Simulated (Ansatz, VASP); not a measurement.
KF in VASP and in Ansatz

File INCAR:

```
SYSTEM = KF
ALGO     = Normal         ! electronic algorithm
EDIFF    = 1E-6           ! SCF threshold, eV
ENCUT    = 520            ! plane-wave cutoff, eV
GGA      = CA             ! functional
ISIF     = 2              ! what is computed and relaxed
ISMEAR   = 0              ! smearing method
LASPH    = .True.         ! aspherical terms in the spheres
LCHARG   = .False.        ! write CHGCAR
LREAL    = .False.        ! projectors in reciprocal space
LWAVE    = .False.        ! write WAVECAR
NBANDS   = 15             ! bands
NELM     = 60             ! most SCF steps
PREC     = Accurate       ! precision mode
SIGMA    = 0.05           ! smearing width, eV
```

KPOINTS

```
k-points
0
Gamma
  8 8 8
  0 0 0
```

POSCAR

```
KF
1.0
   -0.1382599050      2.5551148682      2.5551148682
    2.5551148682     -0.1382599050      2.5551148682
    2.5551148682      2.5551148682     -0.1382599050
K F
1 1
Direct
    0.0000000000      0.0000000000      0.0000000000
    0.5000000000      0.5000000000      0.5000000000
```

Input for Ansatz:

```yaml
crystal:
  lattice:
    - [-0.138259905, 2.5551148682, 2.5551148682]
    - [2.5551148682, -0.138259905, 2.5551148682]
    - [2.5551148682, 2.5551148682, -0.138259905]
  atoms:
    - { symbol: K, position: [0.0, 0.0, 0.0] }
    - { symbol: F, position: [0.5, 0.5, 0.5] }
basis:
  ecutwfc: 520.0
kpoints:
  mp_grid: { grid: [8, 8, 8] }
hamiltonian:
  xc: lda
scf:
  occupations: { method: gaussian, width: 0.05 }
output:
  forces: true
  stress: true
  eigenvalues: true
```

Alike in both runs: task single point; functional LDA; k mesh 8 × 8 × 8; occupations gaussian, width 0.05 eV; no spin polarisation.

|  | VASP | Ansatz |
| --- | --- | --- |
| version | VASP 6.6.1 | Ansatz 0.2.0 |
| potentials or method | VASP PAW LDA potentials, release 64 (K_sv, F), cutoff 520 eV | scalar-relativistic, plane waves, PAW |
| valence electrons in the cell | 16 | 16 |

```tsv
	VASP	Ansatz	Ansatz less VASP
gap on the k mesh at the Fermi level (eV)	6.01	6.03	+0.018
least direct gap on the mesh (eV)	6.01	6.03	+0.018
pressure (GPa)	-1.8	-2.0	-0.16
traceless stress, the component that is largest in VASP (GPa)	0.64	0.66	+0.014
```

LDA's correlation is that of Perdew and Zunger in VASP and of Perdew and Wang (1992) in Ansatz.
